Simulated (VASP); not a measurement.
# Ti4C3 (R-3m) in VASP: relaxation of cell and atoms with PBE

Aim: the relaxation of cell and atoms of Ti4C3 with PBE.

Everything below comes from runs of VASP 6.6.1. Logs are shortened: lines on timing, memory, paths and dates and some standing lists are left out, and cuts for length are marked.

### Step 1. The cell of the first run

Symmetry: R-3m, No. 166, trigonal system. Conventional cell: a = 5.419 Å, b = 5.419 Å, c = 13.336 Å, α = 90.00°, β = 90.00°, γ = 120.00°. Ti (site symmetry -3m) has 6 Ti at 2.71 Å and 6 C at 2.72 Å within 3.6 Å. Ti (site symmetry 2/m) has 6 Ti at 2.71 Å and 4 C at 2.72 Å within 3.6 Å. C (site symmetry 2/m) has 4 C at 2.71 Å and 6 Ti at 2.72 Å within 3.6 Å.

The cell was generated, and may not be a known phase.

### Step 2. Relaxation of cell and atoms, PBE

Input file INCAR:

```
SYSTEM = Ti4C3
ALGO = Normal
EDIFF = 1E-6
EDIFFG = -0.08
ENCUT = 600
GGA = PE
IBRION = 2
ISIF = 3
ISMEAR = 0
LASPH = .True.
LCHARG = .False.
LREAL = .False.
LWAVE = .False.
NELM = 60
NSW = 36
PREC = Accurate
SIGMA = 0.2
```

Input file KPOINTS:

```
k-points
0
Gamma
  4 4 4
  0 0 0
```

Input file POSCAR:

```
Ti4C3
1.0
    2.7093712400      1.5642562200      4.4452973500
   -2.7093712400      1.5642562200      4.4452973500
    0.0000000000     -3.1285124300      4.4452973500
Ti C
4 3
Direct
    0.5000000000      0.5000000000      0.5000000000
    0.0000000000      0.0000000000      0.5000000000
    0.5000000000      0.0000000000      0.0000000000
    0.0000000000      0.5000000000      0.0000000000
    0.5000000000      0.5000000000      0.0000000000
    0.0000000000      0.5000000000      0.5000000000
    0.5000000000      0.0000000000      0.5000000000
```

Potentials or basis: VASP PAW PBE potentials, release 64 (Ti_sv, C).

On the command line:

```
> cat potpaw_PBE.64/Ti_sv/POTCAR potpaw_PBE.64/C/POTCAR > POTCAR
> mpirun -np 1 vasp_std > vasp.out
```

OUTCAR:

```text
SYSTEM = Ti4C3
   EDIFF = 1E-6
   EDIFFG = -0.08
   ENCUT = 600
   GGA = PE
   IBRION = 2
   ISIF = 3
   ISMEAR = 0
   LASPH = .True.
   LREAL = .False.
   NELM = 60
   NSW = 36
   PREC = Accurate

 ion  position               nearest neighbor table
   1  0.500  0.500  0.500-   2 2.71   2 2.71   3 2.71   3 2.71   4 2.71   4 2.71
   2  0.000  0.000  0.500-   1 2.71   1 2.71   3 2.71   4 2.71   4 2.71   3 2.71
   3  0.500  0.000  0.000-   4 2.71   4 2.71   1 2.71   1 2.71   2 2.71   2 2.71
   4  0.000  0.500  0.000-   3 2.71   3 2.71   2 2.71   1 2.71   1 2.71   2 2.71
   5  0.500  0.500  0.000-
   6  0.000  0.500  0.500-
   7  0.500  0.000  0.500-

  LATTYP: Found a trigonal (rhomboedric) cell.
 ALAT       =     5.4358309915
 COS(alpha) =     0.5031387373

  Lattice vectors:

 A1 = (   2.7093712400,   1.5642562200,   4.4452973500)
 A2 = (  -2.7093712400,   1.5642562200,   4.4452973500)
 A3 = (   0.0000000000,  -3.1285124300,   4.4452973500)

Analysis of symmetry for initial positions (statically):
=====================================================================
 Subroutine PRICEL returns:
 Original cell was already a primitive cell.

 Routine SETGRP: Setting up the symmetry group for a
 trigonal (rhombohedral) supercell.

 Subroutine GETGRP returns: Found 12 space group operations
 (whereof 12 operations were pure point group operations)
 out of a pool of 12 trial point group operations.

The static configuration has the point symmetry D_3d.

Analysis of symmetry for dynamics (positions and initial velocities):
=====================================================================
 Subroutine PRICEL returns:
 Original cell was already a primitive cell.

 Routine SETGRP: Setting up the symmetry group for a
 trigonal (rhombohedral) supercell.

 Subroutine GETGRP returns: Found 12 space group operations
 (whereof 12 operations were pure point group operations)
 out of a pool of 12 trial point group operations.

The dynamic configuration has the point symmetry D_3d.

 Subroutine INISYM returns: Found 12 space group operations
 (whereof 12 operations are pure point group operations),
 and found     1 'primitive' translations

----------------------------------------------------------------------------------------

                                     Primitive cell

  volume of cell :     113.0390

  direct lattice vectors                    reciprocal lattice vectors
     2.709371240  1.564256220  4.445297350     0.184544662  0.106546910  0.074985610
    -2.709371240  1.564256220  4.445297350    -0.184544662  0.106546910  0.074985610
[... 101 lines left out ...]
   IMIX   =      4    mixing-type and parameters
     AMIX     =   0.40;   BMIX     =  1.00
     AMIX_MAG =   1.60;   BMIX_MAG =  1.00
  volume/ion in A,a.u.               =      16.15       108.98
  Fermi-wavevector in a.u.,A,eV,Ry     =   1.325508  2.504847 23.905056  1.756972
  Thomas-Fermi vector in A             =   2.454964
   LORBIT       =      0    0 simple, 1 ext, 2 COOP (PROOUT), +10 PAW based schemes
   GGA     = PE    functional components
   LHFCALC =     F    Hartree Fock is set to
   AEXX    =    0.0000 exact exchange contribution
   IVDW    =     0    specifies the selected vdW correction
   LEPSILON=     F    determine dielectric tensor
   LRPA    =     F    only Hartree local field effects (RPA)
 conjugate gradient relaxation of ions
 non-spin polarized calculation
 Gauss-broadening in eV      SIGMA  =   0.20
  energy-cutoff  :      600.00
  volume of cell :      113.04
 maximum number of plane-waves:      3812
 NGX is ok and might be reduce to    48
   NGX = 21   NGY = 21   NGZ = 21

--------------------------------------- Ionic step        1  -------------------------------------------

 number of electron      59.9999999 magnetization

 Free energy of the ion-electron system (eV)
  ---------------------------------------------------
  ext. energy  EPLUGINS =         0.00000000
  ---------------------------------------------------
  free energy    TOTEN  =       -47.66127744 eV

  energy without entropy =      -47.53283252  energy(sigma->0) =      -47.59705498

------------------------ aborting loop because EDIFF is reached ----------------------------------------

  FORCE on cell =-STRESS in cart. coord.  units (eV):
  Direction    XX          YY          ZZ          XY          YZ          ZX
  --------------------------------------------------------------------------------------
  -------------------------------------------------------------------------------------
  Total       -3.9388184     -3.9388184    -38.5686692      0.0000000     -0.0000000      0.0000000
  in kB      -55.8274856    -55.8274857   -546.6593279      0.0000000     -0.0000004      0.0000000
  external PRESSURE =    -219.4380997 kB  Pullay stress =       0.0000000 kB
[... 104 lines left out ...]
  FREE ENERGIE OF THE ION-ELECTRON SYSTEM (eV)
  ---------------------------------------------------
  free  energy   TOTEN  =       -58.2801245398 eV

  energy  without entropy=      -58.1901704461  energy(sigma->0) =      -58.23514749

 E-fermi :  11.3459     XC(G=0): -13.2776

 val. band max:       11.2650849306   @ k =   0.0000   0.0000   0.0000
 cond. band min:      11.4133934417   @ k =   0.2500   0.0000   0.0000
 fundamental gap:      0.1483085111
 Fermi energy:        11.3458922859

 k-point     1 :       0.0000    0.0000    0.0000
  band No.  band energies     occupation
      1     -45.0277      2.00000
      2     -44.8362      2.00000
      3     -44.8362      2.00000
      4     -44.6151      2.00000
      5     -21.7034      2.00000
      6     -21.7034      2.00000
[... 496 lines left out ...]
     35      14.8078      0.00000
     36      14.8083      0.00000

[... ionic steps 4 to 7 ...]

--------------------------------------- Ionic step        8  -------------------------------------------

 number of electron      60.0000006 magnetization

------------------------ aborting loop because EDIFF is reached ----------------------------------------
[... 77 lines left out ...]
--------------------------------------- Ionic step       10  -------------------------------------------

 number of electron      60.0000004 magnetization

 Free energy of the ion-electron system (eV)
  ---------------------------------------------------
  ext. energy  EPLUGINS =         0.00000000
  ---------------------------------------------------
  free energy    TOTEN  =       -63.98702651 eV

  energy without entropy =      -63.95491669  energy(sigma->0) =      -63.97097160

 E-fermi :   9.0548     XC(G=0): -12.3046

 val. band max:        8.9568441876   @ k =   0.5000   0.5000   0.2500
 cond. band min:       9.0998291266   @ k =   0.5000   0.5000   0.5000
 fundamental gap:      0.1429849391
 Fermi energy:         9.0547725324

 k-point     1 :       0.0000    0.0000    0.0000
  band No.  band energies     occupation
      1     -47.7507      2.00000
      2     -47.6676      2.00000
      3     -47.6676      2.00000
      4     -47.5369      2.00000
      5     -24.1933      2.00000
      6     -24.1933      2.00000
[... 530 lines left out ...]
  FREE ENERGIE OF THE ION-ELECTRON SYSTEM (eV)
  ---------------------------------------------------
  free  energy   TOTEN  =       -63.9870265114 eV

  energy  without entropy=      -63.9549166923  energy(sigma->0) =      -63.97097160

 reached required accuracy - stopping structural energy minimisation
```

CONTCAR:

```text
Ti4C3
   1.00000000000000
     3.0445888655733166    1.7577942056445044    2.4886917607230781
    -3.0445888655733166    1.7577942056445044    2.4886917607230781
    -0.0000000000000000   -3.5155884055223137    2.4886917624810581
  Ti              C
     4     3
Direct
     0.5000000000000000    0.5000000000000000    0.5000000000000000
     0.0000000000000000    0.0000000000000000    0.5000000000000000
     0.5000000000000000    0.0000000000000000    0.0000000000000000
     0.0000000000000000    0.5000000000000000    0.0000000000000000
     0.5000000000000000    0.5000000000000000    0.0000000000000000
     0.0000000000000000    0.5000000000000000    0.5000000000000000
     0.5000000000000000    0.0000000000000000    0.5000000000000000

  0.00000000E+00  0.00000000E+00  0.00000000E+00
  0.00000000E+00  0.00000000E+00  0.00000000E+00
  0.00000000E+00  0.00000000E+00  0.00000000E+00
  0.00000000E+00  0.00000000E+00  0.00000000E+00
  0.00000000E+00  0.00000000E+00  0.00000000E+00
  0.00000000E+00  0.00000000E+00  0.00000000E+00
  0.00000000E+00  0.00000000E+00  0.00000000E+00
```

Run time: 22 min. Hardware: 1 thread of AMD EPYC 7R43 (Zen 3), shared host; peak memory 0.33 GiB.

Results:

| Property | Result |
| --- | --- |
| Free energy | -63.9870 eV |
| Relaxed volume | 11.42 Å³/atom |
| Relaxed cell | a = 4.307 Å, b = 4.307 Å, c = 4.307 Å, α = 89.96°, β = 89.96°, γ = 89.96° |
| Space group after relaxing (to 0.1 Å) | Pm-3m (No. 221) |
| Energy gained by relaxing | 2332.2 meV/atom |
| Ionic steps | 10 |
| Pressure after relaxing | 0.5 GPa |
| Band gap on the k mesh | zero (bands 30 and 31 overlap by 1.14 eV) |

Stress tensor (GPa, compression positive):
```
0.53 0.00 0.00
0.00 0.53 0.00
0.00 0.00 0.39
```

The path:
| step | energy change (eV) | largest force (eV/Å) | pressure (GPa) | volume (Å³) |
| --- | --- | --- | --- | --- |
| 1 | 0.0000 | 0.0000 | -21.94 | 113.04 |
| 2 | -9.2744 | 0.0000 | 9.25 | 78.55 |
| 3 | -10.6188 | 0.0000 | 41.68 | 69.61 |
| 4 | -13.9871 | 0.0000 | 50.71 | 67.68 |
| 5 | -14.0830 | 0.0000 | 59.85 | 66.25 |
| 6 | -16.2854 | 0.0000 | 5.06 | 78.32 |
| 7 | -16.3037 | 0.0000 | 0.45 | 79.91 |
| 8 | -16.3039 | 0.0000 | 1.27 | 79.62 |
| 9 | -16.3155 | 0.0000 | 1.03 | 79.72 |
| 10 | -16.3257 | 0.0000 | 0.48 | 79.91 |

Final structure:
```
Ti C
1.0
     3.04459    1.75779    2.48869
    -3.04459    1.75779    2.48869
     0.00000   -3.51559    2.48869
Ti C
4 3
Cartesian
  0.0000 0.0000 3.7330
  0.0000 -1.7578 1.2443
  1.5223 0.8789 1.2443
  -1.5223 0.8789 1.2443
  0.0000 1.7578 2.4887
  -1.5223 -0.8789 2.4887
  1.5223 -0.8789 2.4887
```

Caveat: the volume moved by over 15 % at a fixed basis, so the end points are rough.

The gap in the log of VASP goes by the Fermi energy; the results here count the filled bands.